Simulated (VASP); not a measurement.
# HgP (F-43m) in VASP: further runs

The runs below take HgP through single point, elastic constants, with PBEsol.

Program: VASP 6.6.1. These are calculated values, not measurements. Logs are shortened: lines on timing, memory, paths and dates and some standing lists are left out, and cuts for length are marked.

### 1 The cell of the first run

It takes space group F-43m (No. 216, cubic). Conventional cell: a = 5.777 Å, b = 5.777 Å, c = 5.777 Å, α = 90.00°, β = 90.00°, γ = 90.00°. Within 3.3 Å of Hg (site symmetry -43m) lie 4 P at 2.50 Å. P (site symmetry -43m) has 4 Hg at 2.50 Å within 3.3 Å.

### 2 Single point, PBEsol

The input, POSCAR:

```
HgP
1.0
    0.0000000000      2.8882806949      2.8882806949
    2.8882806949      0.0000000000      2.8882806949
    2.8882806949      2.8882806949      0.0000000000
Hg P
1 1
Direct
    0.0000000000      0.0000000000      0.0000000000
    0.2500000000      0.2500000000      0.2500000000
```

The input, INCAR.step1:

```
SYSTEM = HgP
PREC     = Accurate       ! precision mode
ENCUT    = 400            ! plane-wave cutoff, eV
EDIFF    = 1E-6           ! SCF threshold, eV
ISMEAR   = 0              ! smearing method
SIGMA    = 0.05           ! smearing width, eV
LREAL    = .FALSE.        ! projectors in reciprocal space
LASPH    = .TRUE.         ! aspherical terms in the spheres
NELM     = 120            ! most SCF steps
ALGO     = Normal         ! electronic algorithm
ISIF     = 2              ! what is computed and relaxed
LWAVE    = .FALSE.        ! write WAVECAR
LCHARG   = .TRUE.         ! write CHGCAR
GGA      = PS             ! functional
NBANDS   = 16             ! bands
GGA_COMPAT= .FALSE.      
NEDOS    = 2001           ! points of the DOS
LORBIT   = 11             ! projections on sites
```

The input, KPOINTS.step1:

```
regular mesh
0
G
  10 10 10
  0 0 0
```

The input, INCAR.step2:

```
SYSTEM = HgP
PREC     = Accurate       ! precision mode
ENCUT    = 400            ! plane-wave cutoff, eV
EDIFF    = 1E-6           ! SCF threshold, eV
ISMEAR   = -5             ! smearing method
SIGMA    = 0.05           ! smearing width, eV
LREAL    = .FALSE.        ! projectors in reciprocal space
LASPH    = .TRUE.         ! aspherical terms in the spheres
NELM     = 120            ! most SCF steps
ALGO     = Normal         ! electronic algorithm
ISIF     = 2              ! what is computed and relaxed
LWAVE    = .FALSE.        ! write WAVECAR
LCHARG   = .FALSE.        ! write CHGCAR
GGA      = PS             ! functional
LORBIT   = 11             ! projections on sites
NEDOS    = 2001           ! points of the DOS
ICHARG   = 11             ! starting density
GGA_COMPAT= .FALSE.
```

The input, KPOINTS.step2:

```
regular mesh
0
G
  15 15 15
  0 0 0
```

Potentials or basis: VASP PAW PBE potentials, release 64 (Hg, P).

On the command line:

```bash
> cat potpaw_PBE.64/Hg/POTCAR potpaw_PBE.64/P/POTCAR > POTCAR
> cp INCAR.step1 INCAR
> cp KPOINTS.step1 KPOINTS
> mpirun -np 1 vasp_std > vasp.out
> cp INCAR.step2 INCAR
> cp KPOINTS.step2 KPOINTS
> mpirun -np 1 vasp_std > vasp.out
```

OUTCAR:

```text
SYSTEM = HgP
   PREC = Accurate
   ENCUT = 400
   EDIFF = 1E-6
   ISMEAR = -5
   LREAL = .FALSE.
   LASPH = .TRUE.
   NELM = 120
   ISIF = 2
   GGA = PS
   LORBIT = 11
   ICHARG = 11

 ion  position               nearest neighbor table
   1  0.000  0.000  0.000-   2 2.50   2 2.50   2 2.50   2 2.50
   2  0.250  0.250  0.250-   1 2.50   1 2.50   1 2.50   1 2.50

  LATTYP: Found a face centered cubic cell.
 ALAT       =     5.7765613898

  Lattice vectors:

 A1 = (   0.0000000000,   2.8882806949,   2.8882806949)
 A2 = (   2.8882806949,   0.0000000000,   2.8882806949)
 A3 = (   2.8882806949,   2.8882806949,   0.0000000000)

Analysis of symmetry for initial positions (statically):
=====================================================================
 Subroutine PRICEL returns:
 Original cell was already a primitive cell.

 Routine SETGRP: Setting up the symmetry group for a
 face centered cubic supercell.

 Subroutine GETGRP returns: Found 24 space group operations
 (whereof 24 operations were pure point group operations)
 out of a pool of 48 trial point group operations.

The static configuration has the point symmetry T_d .

Analysis of symmetry for dynamics (positions and initial velocities):
=====================================================================
 Subroutine PRICEL returns:
 Original cell was already a primitive cell.

 Routine SETGRP: Setting up the symmetry group for a
 face centered cubic supercell.

 Subroutine GETGRP returns: Found 24 space group operations
 (whereof 24 operations were pure point group operations)
 out of a pool of 48 trial point group operations.

The dynamic configuration has the point symmetry T_d .

 Subroutine INISYM returns: Found 24 space group operations
 (whereof 24 operations are pure point group operations),
 and found     1 'primitive' translations

----------------------------------------------------------------------------------------

                                     Primitive cell

  volume of cell :      48.1890

  direct lattice vectors                    reciprocal lattice vectors
     0.000000000  2.888280695  2.888280695    -0.173113368  0.173113368  0.173113368
     2.888280695  0.000000000  2.888280695     0.173113368 -0.173113368  0.173113368
     2.888280695  2.888280695  0.000000000     0.173113368  0.173113368 -0.173113368

  length of vectors
     4.084645731  4.084645731  4.084645731     0.299841150  0.299841150  0.299841150

  position of ions in fractional coordinates (direct lattice)
     0.000000000  0.000000000  0.000000000
     0.250000000  0.250000000  0.250000000

  ion indices of the primitive-cell ions
[... 96 lines left out ...]
     AMIX     =   0.40;   BMIX     =  1.00
     AMIX_MAG =   1.60;   BMIX_MAG =  1.00
  volume/ion in A,a.u.               =      24.09       162.60
  Fermi-wavevector in a.u.,A,eV,Ry     =   1.156756  2.185952 18.205743  1.338084
  Thomas-Fermi vector in A             =   2.293373
   LORBIT       =     11    0 simple, 1 ext, 2 COOP (PROOUT), +10 PAW based schemes
   GGA     = PS    functional components
   LHFCALC =     F    Hartree Fock is set to
   AEXX    =    0.0000 exact exchange contribution
   IVDW    =     0    specifies the selected vdW correction
   LEPSILON=     F    determine dielectric tensor
   LRPA    =     F    only Hartree local field effects (RPA)
 non-spin polarized calculation
 Fermi weights with tetrahedron method with Bloechl corrections
  energy-cutoff  :      400.00
  volume of cell :       48.19
 maximum number of plane-waves:       899

 number of electron      17.0000001 magnetization

 Free energy of the ion-electron system (eV)
  ---------------------------------------------------
  ext. energy  EPLUGINS =         0.00000000
  ---------------------------------------------------
  free energy    TOTEN  =        -5.51385887 eV

  energy without entropy =       -5.51385887  energy(sigma->0) =       -5.51385887

 E-fermi :   2.5362     XC(G=0):  -9.8133

 val. band max:        2.5471939063   @ k =   0.4667   0.0667   0.0000
 cond. band min:       2.5220046768   @ k =   0.2667   0.2000   0.0000
 fundamental gap:     -0.0251892295
 Fermi energy:         2.5362194853

 k-point     1 :       0.0000    0.0000    0.0000
  band No.  band energies     occupation
      1      -9.0399      2.00000
      2      -4.9765      2.00000
      3      -4.9765      2.00000
      4      -4.9765      2.00000
      5      -4.1752      2.00000
      6      -4.1752      2.00000
      7       3.9245      0.00000
      8       4.1802      0.00000
      9       4.1802      0.00000
     10       4.1802      0.00000
     11       8.1695      0.00000
     12       8.1695      0.00000
[... 331 lines left out ...]
 k-point    24 :       0.2000    0.1333    0.0000
  band No.  band energies     occupation
      1      -8.7324      2.00000
      2      -4.9666      2.00000
      3      -4.8527      2.00000
      4      -4.8486      2.00000
      5      -4.2276      2.00000
      6      -4.1330      2.00000
      7       1.6695      2.00000
      8       3.1462     -0.01436
      9       3.1750     -0.00020
     10       6.0032      0.00000
     11       7.1288      0.00000
     12       9.2968      0.00000

 [... further k-points ...]

------------------------ aborting loop because EDIFF is reached ----------------------------------------

  FORCE on cell =-STRESS in cart. coord.  units (eV):
  Direction    XX          YY          ZZ          XY          YZ          ZX
  --------------------------------------------------------------------------------------
  -------------------------------------------------------------------------------------
  Total        0.2033166      0.2033166      0.2033166      0.0000000      0.0000000     -0.0000000
  in kB        6.7598210      6.7598210      6.7598210      0.0000000      0.0000000     -0.0000000
  external PRESSURE =       6.7598210 kB  Pullay stress =       0.0000000 kB

 VOLUME and BASIS-vectors are now :
 -----------------------------------------------------------------------------
  energy-cutoff  :      400.00
  volume of cell :       48.19
      direct lattice vectors                 reciprocal lattice vectors
     0.000000000  2.888280695  2.888280695    -0.173113368  0.173113368  0.173113368
     2.888280695  0.000000000  2.888280695     0.173113368 -0.173113368  0.173113368
     2.888280695  2.888280695  0.000000000     0.173113368  0.173113368 -0.173113368

 POSITION                                       TOTAL-FORCE (eV/Angst)
 -----------------------------------------------------------------------------------
      0.00000      0.00000      0.00000         0.000000      0.000000      0.000000
      1.44414      1.44414      1.44414        -0.000000     -0.000000     -0.000000
 -----------------------------------------------------------------------------------
    total drift:                               -0.000000     -0.000000     -0.000000

  FREE ENERGIE OF THE ION-ELECTRON SYSTEM (eV)
  ---------------------------------------------------
  free  energy   TOTEN  =        -5.5138588706 eV

  energy  without entropy=       -5.5138588706  energy(sigma->0) =       -5.51385887

 total charge

# of ion       s       p       d       tot
------------------------------------------
    1        0.802   0.552   9.266  10.620
    2        1.072   1.335   0.000   2.407
--------------------------------------------------
tot          1.873   1.887   9.266  13.026
```

OSZICAR.step1:

```text
N       E                     dE             d eps       ncg     rms          rms(c)
DAV:   1     0.780927036359E+02    0.78093E+02   -0.67733E+03  1560   0.750E+02
DAV:   2    -0.380353686657E+01   -0.81896E+02   -0.76343E+02  1904   0.206E+02
DAV:   3    -0.598113175498E+01   -0.21776E+01   -0.21734E+01  1736   0.341E+01
DAV:   4    -0.599104190839E+01   -0.99102E-02   -0.99094E-02  1960   0.241E+00
DAV:   5    -0.599113951041E+01   -0.97602E-04   -0.97601E-04  1776   0.229E-01    0.870E+00
DAV:   6    -0.553137540055E+01    0.45976E+00   -0.10429E+00  1944   0.143E+01    0.707E+00
DAV:   7    -0.552266728656E+01    0.87081E-02   -0.13031E-01  1656   0.250E+00    0.347E+00
DAV:   8    -0.551570664074E+01    0.69606E-02   -0.70860E-03  1928   0.953E-01    0.314E-01
DAV:   9    -0.551531513039E+01    0.39151E-03   -0.82742E-04  1872   0.386E-01    0.658E-02
DAV:  10    -0.551532452049E+01   -0.93901E-05   -0.85747E-05  1728   0.705E-02    0.554E-02
DAV:  11    -0.551532794047E+01   -0.34200E-05   -0.18667E-05  1904   0.435E-02    0.120E-02
DAV:  12    -0.551532723697E+01    0.70350E-06   -0.28708E-06  1736   0.172E-02
   1 F= -.55153272E+01 E0= -.55145566E+01  d E =-.154132E-02
```

Wall time 25 s (1 thread of AMD EPYC 9R45 (Zen 5), shared host); peak memory 0.15 GiB.

Results:

```yaml
Valence_electrons_inside_the_program's_atomic_spheres: Hg 10.62; P 2.41
```

Caveat: the PAW data sets were made with another functional, which shifts forces and pressure a little; spin-orbit coupling is left out, which moves the levels of the heavy elements.

### 3 Elastic constants, PBEsol

The input, INCAR:

```
PREC = Accurate
ENCUT = 500
EDIFF = 1E-8
ISMEAR = 0
SIGMA = 0.05
LREAL = F
LASPH = T
NELM = 120
ALGO = Normal
ISIF = 3
LWAVE = F
LCHARG = T
GGA = PS
NBANDS = 16
IBRION = 6
NFREE = 2
POTIM = 0.015
NSW = 1
GGA_COMPAT = F
```

The input, KPOINTS:

```
regular mesh
0
Gamma
  10 10 10
```

POSCAR is that of step 2.

Potentials or basis: VASP PAW PBE potentials, release 64 (Hg, P).

On the command line:

```bash
> cat potpaw_PBE.64/Hg/POTCAR potpaw_PBE.64/P/POTCAR > POTCAR
> mpirun -np 1 vasp_std > vasp.out
```

OUTCAR:

```text
PREC = Accurate
   ENCUT = 500
   EDIFF = 1E-8
   ISMEAR = 0
   LREAL = F
   LASPH = T
   NELM = 120
   ISIF = 3
   GGA = PS
   IBRION = 6
   NFREE = 2
   POTIM = 0.015
   NSW = 1

 ion  position               nearest neighbor table
   1  0.000  0.000  0.000-   2 2.50   2 2.50   2 2.50   2 2.50
   2  0.250  0.250  0.250-   1 2.50   1 2.50   1 2.50   1 2.50

  LATTYP: Found a face centered cubic cell.
 ALAT       =     5.7765613898

  Lattice vectors:

 A1 = (   0.0000000000,   2.8882806949,   2.8882806949)
 A2 = (   2.8882806949,   0.0000000000,   2.8882806949)
 A3 = (   2.8882806949,   2.8882806949,   0.0000000000)

Analysis of symmetry for initial positions (statically):
=====================================================================
 Subroutine PRICEL returns:
 Original cell was already a primitive cell.

 Routine SETGRP: Setting up the symmetry group for a
 face centered cubic supercell.

 Subroutine GETGRP returns: Found 24 space group operations
 (whereof 24 operations were pure point group operations)
 out of a pool of 48 trial point group operations.

The static configuration has the point symmetry T_d .

Analysis of symmetry for dynamics (positions and initial velocities):
=====================================================================
 Subroutine PRICEL returns:
 Original cell was already a primitive cell.

 Routine SETGRP: Setting up the symmetry group for a
 face centered cubic supercell.
[... 819 lines left out ...]
  in kB        4.4914045      4.5667236      4.5667236      0.0000000      3.9401291      0.0000000
  external PRESSURE =       4.5416172 kB  Pullay stress =       0.0000000 kB
[... 17 lines left out ...]
  FREE ENERGIE OF THE ION-ELECTRON SYSTEM (eV)
  ---------------------------------------------------
  free  energy   TOTEN  =        -5.5147708400 eV

  energy  without entropy=       -5.5132556617  energy(sigma->0) =       -5.51401325

 INTERNAL STRAIN TENSORS FROM STRAINED CELLS
 ============================================

 INTERNAL STRAIN TENSOR FOR ION    1 for displacements in x,y,z  (eV/Angst):
          X           Y           Z          XY          YZ          ZX
  --------------------------------------------------------------------------------
  x     0.00000     0.00000    -0.00000     0.00000     7.95119     0.00000
  y     0.00000     0.00000    -0.00000     0.00000     0.00000     7.95118
  z     0.00000     0.00000    -0.00000     7.95117    -0.00000     0.00000

 INTERNAL STRAIN TENSORS FROM DISPLACED ATOMS
 ============================================

 INTERNAL STRAIN TENSOR FOR ION    1 for displacements in x,y,z  (eV/Angst):
          X           Y           Z          XY          YZ          ZX
  --------------------------------------------------------------------------------
  x    -0.00000     0.00000     0.00000     0.00000     7.88995     0.00000
  y     0.00000     0.00000     0.00000     0.00000     0.00000     7.88995
  z     0.00000     0.00000    -0.00000     7.88995     0.00000     0.00000

 INTERNAL STRAIN TENSOR FOR ION    2 for displacements in x,y,z  (eV/Angst):
          X           Y           Z          XY          YZ          ZX
  --------------------------------------------------------------------------------
  x    -0.00000    -0.00000    -0.00000     0.00000    -7.89476     0.00000
  y    -0.00000    -0.00000    -0.00000     0.00000     0.00000    -7.89476
  z    -0.00000    -0.00000    -0.00000    -7.89476     0.00000     0.00000

 Eigenvectors and eigenvalues of the dynamical matrix
 ----------------------------------------------------

   1 f  =    6.454481 THz    40.554700 2PiTHz  215.298311 cm-1    26.693576 meV
             X         Y         Z           dx          dy          dz
      0.000000  0.000000  0.000000     0.000000    0.365765    0.000000
      1.444140  1.444140  1.444140     0.000000   -0.930707    0.000000
[... 21 lines left out ...]
   6 f/i=    0.000225 THz     0.001412 2PiTHz    0.007494 cm-1     0.000929 meV
             X         Y         Z           dx          dy          dz
      0.000000  0.000000  0.000000     0.000000    0.000000    0.930707
      1.444140  1.444140  1.444140     0.000000    0.000000    0.365765

--------------------------------------------------------------------------------------------------------

 ELASTIC MODULI CONTR FROM IONIC RELAXATION (kBar)
 Direction    XX          YY          ZZ          XY          YZ          ZX
 --------------------------------------------------------------------------------
 XX          -0.0000     -0.0000     -0.0000     -0.0000     -0.0000     -0.0000
 YY          -0.0000     -0.0000     -0.0000     -0.0000     -0.0000     -0.0000
 ZZ          -0.0000     -0.0000     -0.0000     -0.0000     -0.0000     -0.0000
 XY          -0.0000     -0.0000     -0.0000   -452.7792      0.0000     -0.0000
 YZ          -0.0000     -0.0000     -0.0000      0.0000   -452.7792      0.0000
 ZX          -0.0000     -0.0000     -0.0000     -0.0000      0.0000   -452.7792
 --------------------------------------------------------------------------------

 TOTAL ELASTIC MODULI (kBar)
 Direction    XX          YY          ZZ          XY          YZ          ZX
 --------------------------------------------------------------------------------
 XX         721.3176    666.3418    666.3418     -0.0000     -0.0000      0.0000
 YY         666.3418    721.3176    666.3418     -0.0000     -0.0000     -0.0000
 ZZ         666.3418    666.3418    721.3176     -0.0000     -0.0000     -0.0000
 XY          -0.0000     -0.0000     -0.0000    132.5305      0.0000     -0.0000
 YZ          -0.0000     -0.0000     -0.0000      0.0000    132.5305      0.0000
 ZX           0.0000     -0.0000     -0.0000     -0.0000      0.0000    132.5305
 --------------------------------------------------------------------------------
```

OSZICAR:

```text
N       E                     dE             d eps       ncg     rms          rms(c)
DAV:   1     0.923046965920E+02    0.92305E+02   -0.74927E+03  1536   0.892E+02
DAV:   2    -0.324589121986E+01   -0.95551E+02   -0.88085E+02  1792   0.224E+02
DAV:   3    -0.597848245945E+01   -0.27326E+01   -0.27239E+01  1896   0.385E+01
DAV:   4    -0.599120197066E+01   -0.12720E-01   -0.12718E-01  1792   0.275E+00
[... 202 lines left out ...]
DAV:   3    -0.551476910099E+01    0.19343E-04   -0.10492E-04  6608   0.752E-02    0.492E-02
DAV:   4    -0.551477131155E+01   -0.22106E-05   -0.16627E-05  6936   0.257E-02    0.897E-03
DAV:   5    -0.551477081887E+01    0.49269E-06   -0.36141E-06  6376   0.122E-02    0.329E-03
DAV:   6    -0.551477083467E+01   -0.15801E-07   -0.22083E-07  6320   0.329E-03    0.103E-03
DAV:   7    -0.551477084000E+01   -0.53321E-08   -0.10272E-08  6776   0.662E-04
  17 F= -.55147708E+01 E0= -.55140133E+01  d E =-.151518E-02
```

It took 13 min on 1 thread of AMD EPYC 9R45 (Zen 5), shared host; peak memory 0.41 GiB.

Results:

```
Elastic constants C11, C12, C44 : 72, 67, 13 GPa
Voigt bulk modulus              : 68 GPa
Highest phonon frequency at Γ   : 215 cm⁻¹
```

Phonon frequencies in cm⁻¹ (negative: imaginary):
```csv
q point,frequencies
"(0.000, 0.000, 0.000)",0 0 0 215 215 215
```

Elastic tensor in Voigt notation (GPa, in the Cartesian axes of the cell as first typed):
```
72 67 67  0  0  0
67 72 67  0  0  0
67 67 72  0  0  0
 0  0  0 13  0  0
 0  0  0  0 13  0
 0  0  0  0  0 13
```

Clamped-ion elastic tensor (GPa):
```
72 67 67  0  0  0
67 72 67  0  0  0
67 67 72  0  0  0
 0  0  0 59  0  0
 0  0  0  0 59  0
 0  0  0  0  0 59
```

Caveat: the PAW data sets were made with another functional, which shifts forces and pressure a little; spin-orbit coupling is left out, which moves the levels of the heavy elements.
